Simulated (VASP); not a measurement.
## Si3Cl: single point with PBE

Si3Cl:

```xyz
4
Lattice="4.1205 0.0000 0.0000 0.0000 4.1205 0.0000 0.0000 0.0000 4.1205" Properties=species:S:1:pos:R:3 pbc="T T T"
Si    0.0000    2.0602    2.0602
Si    2.0602    0.0000    2.0602
Si    2.0602    2.0602    0.0000
Cl    0.0000    0.0000    0.0000
```

```json
{
 "Program": "VASP 6.6.1",
 "Task": "single point",
 "Functional": "PBE",
 "Potentials or basis": "VASP PAW PBE potentials, release 64 (Si, Cl)",
 "Cutoff": "500 eV",
 "k mesh": "12 × 12 × 12",
 "Occupations": "gaussian, width 0.1 eV",
 "Spin": "no spin polarisation"
}
```

```
Pressure               : 0.0 GPa
Band gap on the k mesh : zero (an odd number of electrons rules out a gap without spin polarisation)
```

Levels at points of the mesh, in eV from the Fermi level:
```csv
k point,band 6,band 7,band 8,band 9,band 10,band 11,band 12,band 13,band 14,band 15
"(0.00, 0.00, 0.00)",-4.48,-4.48,-0.90,-0.90,-0.90,2.76,2.76,2.76,3.64,4.91
"(0.50, 0.00, 0.00)",-3.86,-3.51,-2.36,-2.36,-0.69,1.74,1.74,1.91,3.06,4.59
"(0.50, 0.50, 0.00)",-3.07,-3.07,-3.04,-0.43,-0.30,-0.30,-0.23,2.94,2.94,6.17
"(0.50, 0.50, 0.50)",-7.09,-7.09,-5.75,0.95,0.95,0.95,6.75,6.92,6.92,7.02
```

Wall time 100 s on 1 thread of Intel Xeon 8259CL, with other jobs on the host, peak memory 0.22 GiB.

Caveat: an odd number of electrons without spin polarisation forces a metal; a magnetic or distorted state may lie lower.
